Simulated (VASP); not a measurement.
# TaRu (P4/mmm) in VASP: a series of runs, part 2 of 2

VASP 6.6.1.

## Step 4: Electric field gradients, LDA (equal xx and yy strain of -1 %)

INCAR reads:

```
ALGO = Normal
EDIFF = 1E-8
ENCUT = 400
GGA_COMPAT = False
ISIF = 2
ISMEAR = -1
LASPH = True
LCHARG = False
LEFG = True
LREAL = False
LWAVE = False
NBANDS = 20
NELM = 120
PREC = Accurate
SIGMA = 0.03
```

KPOINTS reads:

```
k-points
0
Gamma
  13 13 13
```

POSCAR reads:

```
TaRu
1.0
    3.1551300000      0.0000000000      0.0000000000
    0.0000000000      3.1551300000      0.0000000000
    0.0000000000      0.0000000000      3.1870000000
Ta Ru
1 1
Direct
    0.5000000000      0.5000000000      0.5000000000
    0.0000000000      0.0000000000      0.0000000000
```

Potentials or basis: VASP PAW LDA potentials, release 64 (Ta_pv, Ru_pv).

Command:

```console
$ cat potpaw_LDA.64/Ta_pv/POTCAR potpaw_LDA.64/Ru_pv/POTCAR > POTCAR
$ mpirun -np 1 vasp_std > vasp.out
```

OUTCAR:

```text
EDIFF = 1E-8
   ENCUT = 400
   ISIF = 2
   ISMEAR = -1
   LASPH = True
   LREAL = False
   NELM = 120
   PREC = Accurate

 ion  position               nearest neighbor table
   1  0.500  0.500  0.500-   2 2.74   2 2.74   2 2.74   2 2.74   2 2.74   2 2.74   2 2.74   2 2.74

   2  0.000  0.000  0.000-   1 2.74   1 2.74   1 2.74   1 2.74   1 2.74   1 2.74   1 2.74   1 2.74

  LATTYP: Found a simple tetragonal cell.
 ALAT       =     3.1551300000
 C/A-ratio  =     1.0101010101

  Lattice vectors:

 A1 = (   3.1551300000,   0.0000000000,   0.0000000000)
 A2 = (   0.0000000000,   3.1551300000,   0.0000000000)
 A3 = (   0.0000000000,   0.0000000000,   3.1870000000)

Analysis of symmetry for initial positions (statically):
=====================================================================
 Subroutine PRICEL returns:
 Original cell was already a primitive cell.

 Routine SETGRP: Setting up the symmetry group for a
 simple tetragonal supercell.

 Subroutine GETGRP returns: Found 16 space group operations
 (whereof 16 operations were pure point group operations)
 out of a pool of 16 trial point group operations.

The static configuration has the point symmetry D_4h.

Analysis of symmetry for dynamics (positions and initial velocities):
=====================================================================
 Subroutine PRICEL returns:
 Original cell was already a primitive cell.

 Routine SETGRP: Setting up the symmetry group for a
 simple tetragonal supercell.

 Subroutine GETGRP returns: Found 16 space group operations
 (whereof 16 operations were pure point group operations)
[... 156 lines left out ...]

 k-point     1 :       0.0000    0.0000    0.0000
  band No.  band energies     occupation
      1     -33.5659      2.00000
      2     -33.5659      2.00000
      3     -33.5635      2.00000
      4     -25.4078      2.00000
      5     -25.3964      2.00000
      6     -25.3964      2.00000
[... 541 lines left out ...]
     19      19.3855      0.00000
     20      19.4655      0.00000

 [... further k-points ...]

------------------------ aborting loop because EDIFF is reached ----------------------------------------

  FORCE on cell =-STRESS in cart. coord.  units (eV):
  Direction    XX          YY          ZZ          XY          YZ          ZX
  --------------------------------------------------------------------------------------
  -------------------------------------------------------------------------------------
  Total       -2.4138001     -2.4138001     -1.9105832      0.0000000      0.0000000     -0.0000000
  in kB     -121.8976418   -121.8976418    -96.4850367      0.0000000      0.0000000     -0.0000000
  external PRESSURE =    -113.4267735 kB  Pullay stress =       0.0000000 kB

 VOLUME and BASIS-vectors are now :
 -----------------------------------------------------------------------------
  energy-cutoff  :      400.00
  volume of cell :       31.73
      direct lattice vectors                 reciprocal lattice vectors
     3.155130000  0.000000000  0.000000000     0.316944151  0.000000000  0.000000000
     0.000000000  3.155130000  0.000000000     0.000000000  0.316944151  0.000000000
     0.000000000  0.000000000  3.187000000     0.000000000  0.000000000  0.313774710

 POSITION                                       TOTAL-FORCE (eV/Angst)
 -----------------------------------------------------------------------------------
      1.57757      1.57757      1.59350         0.000000      0.000000      0.000000
      0.00000      0.00000      0.00000         0.000000      0.000000      0.000000
 -----------------------------------------------------------------------------------
    total drift:                                0.000000      0.000000     -0.000000

  FREE ENERGIE OF THE ION-ELECTRON SYSTEM (eV)
  ---------------------------------------------------
  free  energy   TOTEN  =       -23.9595710358 eV

  energy  without entropy=      -23.9498985146  energy(sigma->0) =      -23.95473478

 Electric field gradients (V/A^2)
---------------------------------------------------------------------
 ion       V_xx      V_yy      V_zz      V_xy      V_xz      V_yz
---------------------------------------------------------------------
   1       0.069     0.069    -0.137    -0.000     0.000     0.000
   2      -0.350    -0.350     0.700    -0.000     0.000     0.000
---------------------------------------------------------------------

 Electric field gradients after diagonalization (V/A^2)
 (convention: |V_zz| > |V_xx| > |V_yy|)
----------------------------------------------------------------------
 ion       V_xx      V_yy      V_zz     asymmetry (V_yy - V_xx)/ V_zz
----------------------------------------------------------------------
   1       0.069     0.069    -0.137       0.000
   2      -0.350    -0.350     0.700       0.000
----------------------------------------------------------------------

           NMR quadrupolar parameters

 Cq : quadrupolar parameter    Cq=e*Q*V_zz/h
 eta: asymmetry parameters     (V_yy - V_xx)/ V_zz
 Q  : nuclear electric quadrupole moment in mb (millibarn)
----------------------------------------------------------------------
 ion       Cq(MHz)       eta       Q (mb)
----------------------------------------------------------------------
   1      -0.000       0.000       1.000
   2       0.002       0.000       1.000
----------------------------------------------------------------------
```

OSZICAR:

```text
N       E                     dE             d eps       ncg     rms          rms(c)
DAV:   1     0.197801136099E+03    0.19780E+03   -0.12235E+04  7848   0.106E+03
DAV:   2    -0.203542348267E+02   -0.21816E+03   -0.21358E+03  8620   0.355E+02
DAV:   3    -0.251719470396E+02   -0.48177E+01   -0.47716E+01  9176   0.551E+01
DAV:   4    -0.252053776839E+02   -0.33431E-01   -0.33373E-01  9476   0.471E+00
DAV:   5    -0.252058588498E+02   -0.48117E-03   -0.48079E-03  9308   0.500E-01    0.179E+01
DAV:   6    -0.242079751537E+02    0.99788E+00   -0.16434E+00  8972   0.110E+01    0.716E+00
DAV:   7    -0.241507018960E+02    0.57273E-01   -0.17099E+00  8696   0.662E+00    0.405E+00
DAV:   8    -0.239654925974E+02    0.18521E+00   -0.97053E-01  8704   0.536E+00    0.607E-01
DAV:   9    -0.239599701395E+02    0.55225E-02   -0.13609E-02  9112   0.932E-01    0.218E-01
DAV:  10    -0.239595706043E+02    0.39954E-03   -0.51174E-04 10140   0.177E-01    0.549E-02
DAV:  11    -0.239595720102E+02   -0.14060E-05   -0.25977E-05  8924   0.321E-02    0.218E-02
DAV:  12    -0.239595710615E+02    0.94879E-06   -0.76876E-06  9092   0.173E-02    0.193E-03
DAV:  13    -0.239595710346E+02    0.26836E-07   -0.14136E-07  9164   0.268E-03    0.412E-04
DAV:  14    -0.239595710358E+02   -0.12014E-08   -0.45196E-09  6028   0.508E-04
   1 F= -.23959571E+02 E0= -.23954735E+02  d E =-.967252E-02
```

Wall time 25 s (1 thread of Intel Xeon 6975P-C (Granite Rapids), shared host); peak memory 0.19 GiB.

Results:

```
Free energy                             : -23.9596 eV
Pressure                                : -11.3 GPa
Band gap on the k mesh                  : zero (an odd number of electrons rules out a gap without spin polarisation)
Largest electric field gradient by atom : Ta -0.1; Ru +0.7 V/Å²
```

Stress tensor (GPa, compression positive):
```
-12.19   0.00   0.00
  0.00 -12.19   0.00
  0.00   0.00  -9.65
```

Electric field gradients, principal values (V/Å²):
| atom | least | middle | greatest (by size) |
| --- | --- | --- | --- |
| 1 Ta | 0.069 | 0.069 | -0.137 |
| 2 Ru | -0.350 | -0.350 | 0.700 |

Caveat: the cell differs from its parent crystal (equal xx and yy strain of -1 %); the cell stands under tension; without QUAD_EFG the Cq values of the log hold for a quadrupole moment of 1 mb, not for the nuclei; spin-orbit coupling is left out, which moves the levels of the heavy elements.

## Step 5: Electric field gradients, LDA (equal xx and yy strain of -1 %)

INCAR reads:

```
PREC = Accurate ; ENCUT = 400
EDIFF = 1E-8 ; ISMEAR = -1
SIGMA = 0.03 ; LREAL = False
LASPH = True ; NELM = 120
ALGO = Normal ; ISIF = 2
LWAVE = False ; LCHARG = False
GGA = CA ; LEFG = True
NBANDS = 20 ; GGA_COMPAT = False
```

KPOINTS reads:

```
Automatic mesh
0
Gamma
  13 13 13
```

POSCAR is that of step 4.

Potentials or basis: VASP PAW LDA potentials, release 64 (Ta_pv, Ru_pv).

Command:

```console
$ cat potpaw_LDA.64/Ta_pv/POTCAR potpaw_LDA.64/Ru_pv/POTCAR > POTCAR
$ mpirun -np 1 vasp_std > vasp.out
```

OUTCAR:

```text
PREC = Accurate
   ENCUT = 400
   EDIFF = 1E-8
   ISMEAR = -1
   LREAL = False
   LASPH = True
   NELM = 120
   ISIF = 2
   GGA = CA

 ion  position               nearest neighbor table
   1  0.500  0.500  0.500-   2 2.74   2 2.74   2 2.74   2 2.74   2 2.74   2 2.74   2 2.74   2 2.74

   2  0.000  0.000  0.000-   1 2.74   1 2.74   1 2.74   1 2.74   1 2.74   1 2.74   1 2.74   1 2.74

  LATTYP: Found a simple tetragonal cell.
 ALAT       =     3.1551300000
 C/A-ratio  =     1.0101010101

  Lattice vectors:

 A1 = (   3.1551300000,   0.0000000000,   0.0000000000)
 A2 = (   0.0000000000,   3.1551300000,   0.0000000000)
 A3 = (   0.0000000000,   0.0000000000,   3.1870000000)

Analysis of symmetry for initial positions (statically):
=====================================================================
 Subroutine PRICEL returns:
 Original cell was already a primitive cell.

 Routine SETGRP: Setting up the symmetry group for a
 simple tetragonal supercell.

 Subroutine GETGRP returns: Found 16 space group operations
 (whereof 16 operations were pure point group operations)
 out of a pool of 16 trial point group operations.

The static configuration has the point symmetry D_4h.

Analysis of symmetry for dynamics (positions and initial velocities):
=====================================================================
 Subroutine PRICEL returns:
 Original cell was already a primitive cell.

 Routine SETGRP: Setting up the symmetry group for a
 simple tetragonal supercell.

 Subroutine GETGRP returns: Found 16 space group operations
 (whereof 16 operations were pure point group operations)
 out of a pool of 16 trial point group operations.

The dynamic configuration has the point symmetry D_4h.

 Subroutine INISYM returns: Found 16 space group operations
 (whereof 16 operations are pure point group operations),
 and found     1 'primitive' translations

----------------------------------------------------------------------------------------

                                     Primitive cell

  volume of cell :      31.7261

  direct lattice vectors                    reciprocal lattice vectors
     3.155130000  0.000000000  0.000000000     0.316944151  0.000000000  0.000000000
     0.000000000  3.155130000  0.000000000     0.000000000  0.316944151  0.000000000
     0.000000000  0.000000000  3.187000000     0.000000000  0.000000000  0.313774710

  length of vectors
     3.155130000  3.155130000  3.187000000     0.316944151  0.316944151  0.313774710

  position of ions in fractional coordinates (direct lattice)
     0.500000000  0.500000000  0.500000000
     0.000000000  0.000000000  0.000000000

  ion indices of the primitive-cell ions
   primitive index   ion index
                 1           1
                 2           2

----------------------------------------------------------------------------------------

 KPOINTS: Automatic mesh

Automatic generation of k-mesh.
 Grid dimensions read from file:
[... 71 lines left out ...]
   ISIF   =      2    stress and relaxation
   ISYM   =      2    0-nonsym 1-usesym 2-fastsym
   POTIM  = 0.5000    time-step for ionic-motion
   TEBEG  =    0.0;   TEEND  =   0.0 temperature during run
   PSTRESS=    0.0 pullay stress
   NELECT =      25.0000    total number of electrons
   NUPDOWN=      -1.0000    fix difference up-down
   EMIN   =  10.00;   EMAX   =-10.00  energy-range for DOS
   EFERMI =   0.00;   METHOD = LEGACY
   ISMEAR =    -1;   SIGMA  =   0.03  broadening in eV -4-tet -1-fermi 0-gaus
   EFERMI_NEDOS =   21; number of points for ismear=-14 and -15
   IALGO  =     38    algorithm
   IMIX   =      4    mixing-type and parameters
     AMIX     =   0.40;   BMIX     =  1.00
     AMIX_MAG =   1.60;   BMIX_MAG =  1.00
  volume/ion in A,a.u.               =      15.86       107.05
  Fermi-wavevector in a.u.,A,eV,Ry     =   1.512107  2.857469 31.109297  2.286469
  Thomas-Fermi vector in A             =   2.622076
   LORBIT       =      0    0 simple, 1 ext, 2 COOP (PROOUT), +10 PAW based schemes
   GGA     = CA    functional components
   LHFCALC =     F    Hartree Fock is set to
   AEXX    =    0.0000 exact exchange contribution
   IVDW    =     0    specifies the selected vdW correction
   LEPSILON=     F    determine dielectric tensor
   LRPA    =     F    only Hartree local field effects (RPA)
 non-spin polarized calculation
  energy-cutoff  :      400.00
  volume of cell :       31.73
 maximum number of plane-waves:       595
 NGX is ok and might be reduce to    24
   NGX = 11   NGY = 11   NGZ = 11

 number of electron      24.9999990 magnetization

 Free energy of the ion-electron system (eV)
  ---------------------------------------------------
  ext. energy  EPLUGINS =         0.00000000
  ---------------------------------------------------
  free energy    TOTEN  =       -23.95957104 eV

  energy without entropy =      -23.94989851  energy(sigma->0) =      -23.95473478

 E-fermi :   9.4238     XC(G=0): -13.4627

 val. band max:        9.4231477498   @ k =   0.3077   0.1538   0.4615
 cond. band min:       9.4268120295   @ k =   0.2308   0.0769   0.4615
 fundamental gap:      0.0036642797
 Fermi energy:         9.4238494670

 k-point     1 :       0.0000    0.0000    0.0000
  band No.  band energies     occupation
      1     -33.5659      2.00000
      2     -33.5659      2.00000
      3     -33.5635      2.00000
      4     -25.4078      2.00000
      5     -25.3964      2.00000
      6     -25.3964      2.00000
[... 541 lines left out ...]
     19      19.3855      0.00000
     20      19.4655      0.00000

 [... further k-points ...]

------------------------ aborting loop because EDIFF is reached ----------------------------------------

  FORCE on cell =-STRESS in cart. coord.  units (eV):
  Direction    XX          YY          ZZ          XY          YZ          ZX
  --------------------------------------------------------------------------------------
  -------------------------------------------------------------------------------------
  Total       -2.4138001     -2.4138001     -1.9105832      0.0000000      0.0000000     -0.0000000
  in kB     -121.8976418   -121.8976418    -96.4850367      0.0000000      0.0000000     -0.0000000
  external PRESSURE =    -113.4267735 kB  Pullay stress =       0.0000000 kB

 VOLUME and BASIS-vectors are now :
 -----------------------------------------------------------------------------
  energy-cutoff  :      400.00
  volume of cell :       31.73
      direct lattice vectors                 reciprocal lattice vectors
     3.155130000  0.000000000  0.000000000     0.316944151  0.000000000  0.000000000
     0.000000000  3.155130000  0.000000000     0.000000000  0.316944151  0.000000000
     0.000000000  0.000000000  3.187000000     0.000000000  0.000000000  0.313774710

 POSITION                                       TOTAL-FORCE (eV/Angst)
 -----------------------------------------------------------------------------------
      1.57757      1.57757      1.59350         0.000000      0.000000      0.000000
      0.00000      0.00000      0.00000         0.000000      0.000000      0.000000
 -----------------------------------------------------------------------------------
    total drift:                                0.000000      0.000000     -0.000000

  FREE ENERGIE OF THE ION-ELECTRON SYSTEM (eV)
  ---------------------------------------------------
  free  energy   TOTEN  =       -23.9595710358 eV

  energy  without entropy=      -23.9498985146  energy(sigma->0) =      -23.95473478

 Electric field gradients (V/A^2)
---------------------------------------------------------------------
 ion       V_xx      V_yy      V_zz      V_xy      V_xz      V_yz
---------------------------------------------------------------------
   1       0.069     0.069    -0.137    -0.000     0.000     0.000
   2      -0.350    -0.350     0.700    -0.000     0.000     0.000
---------------------------------------------------------------------

 Electric field gradients after diagonalization (V/A^2)
 (convention: |V_zz| > |V_xx| > |V_yy|)
----------------------------------------------------------------------
 ion       V_xx      V_yy      V_zz     asymmetry (V_yy - V_xx)/ V_zz
----------------------------------------------------------------------
   1       0.069     0.069    -0.137       0.000
   2      -0.350    -0.350     0.700       0.000
----------------------------------------------------------------------

           NMR quadrupolar parameters

 Cq : quadrupolar parameter    Cq=e*Q*V_zz/h
 eta: asymmetry parameters     (V_yy - V_xx)/ V_zz
 Q  : nuclear electric quadrupole moment in mb (millibarn)
----------------------------------------------------------------------
 ion       Cq(MHz)       eta       Q (mb)
----------------------------------------------------------------------
   1      -0.000       0.000       1.000
   2       0.002       0.000       1.000
----------------------------------------------------------------------
```

OSZICAR:

```text
N       E                     dE             d eps       ncg     rms          rms(c)
DAV:   1     0.197801136099E+03    0.19780E+03   -0.12235E+04  7848   0.106E+03
DAV:   2    -0.203542348267E+02   -0.21816E+03   -0.21358E+03  8620   0.355E+02
DAV:   3    -0.251719470396E+02   -0.48177E+01   -0.47716E+01  9176   0.551E+01
DAV:   4    -0.252053776839E+02   -0.33431E-01   -0.33373E-01  9476   0.471E+00
DAV:   5    -0.252058588498E+02   -0.48117E-03   -0.48079E-03  9308   0.500E-01    0.179E+01
DAV:   6    -0.242079751537E+02    0.99788E+00   -0.16434E+00  8972   0.110E+01    0.716E+00
DAV:   7    -0.241507018960E+02    0.57273E-01   -0.17099E+00  8696   0.662E+00    0.405E+00
DAV:   8    -0.239654925974E+02    0.18521E+00   -0.97053E-01  8704   0.536E+00    0.607E-01
DAV:   9    -0.239599701395E+02    0.55225E-02   -0.13609E-02  9112   0.932E-01    0.218E-01
DAV:  10    -0.239595706043E+02    0.39954E-03   -0.51174E-04 10140   0.177E-01    0.549E-02
DAV:  11    -0.239595720102E+02   -0.14060E-05   -0.25977E-05  8924   0.321E-02    0.218E-02
DAV:  12    -0.239595710615E+02    0.94879E-06   -0.76876E-06  9092   0.173E-02    0.193E-03
DAV:  13    -0.239595710346E+02    0.26836E-07   -0.14136E-07  9164   0.268E-03    0.412E-04
DAV:  14    -0.239595710358E+02   -0.12014E-08   -0.45196E-09  6028   0.508E-04
   1 F= -.23959571E+02 E0= -.23954735E+02  d E =-.967252E-02
```

stdout:

```text
POSCAR found type information on POSCAR TaRu
 POSCAR found :  2 types and       2 ions
 scaLAPACK will be used
 LDA part: xc-table for (Slater(with rela. corr.)+CA(PZ))
 , standard interpolation
 POSCAR, INCAR and KPOINTS ok, starting setup
 FFT: planning ... GRIDC
 FFT: planning ... GRID_SOFT
 FFT: planning ... GRID
 WAVECAR not read
 entering main loop
ion   1

ion   2
```

Run time: 25 s. Hardware: 1 thread of Intel Xeon 6975P-C (Granite Rapids), shared host; peak memory 0.19 GiB.

What came out:

```
Free energy                             : -23.9596 eV
Pressure                                : -11.3 GPa
Band gap on the k mesh                  : zero (an odd number of electrons rules out a gap without spin polarisation)
Largest electric field gradient by atom : Ta -0.1; Ru +0.7 V/Å²
```

Electric field gradients, principal values (V/Å²):
```csv
atom,least,middle,greatest (by size)
1 Ta,0.069,0.069,-0.137
2 Ru,-0.350,-0.350,0.700
```

Caveat: the cell differs from its parent crystal (equal xx and yy strain of -1 %); the cell stands under tension; without QUAD_EFG the Cq values of the log hold for a quadrupole moment of 1 mb, not for the nuclei; spin-orbit coupling is left out, which moves the levels of the heavy elements.
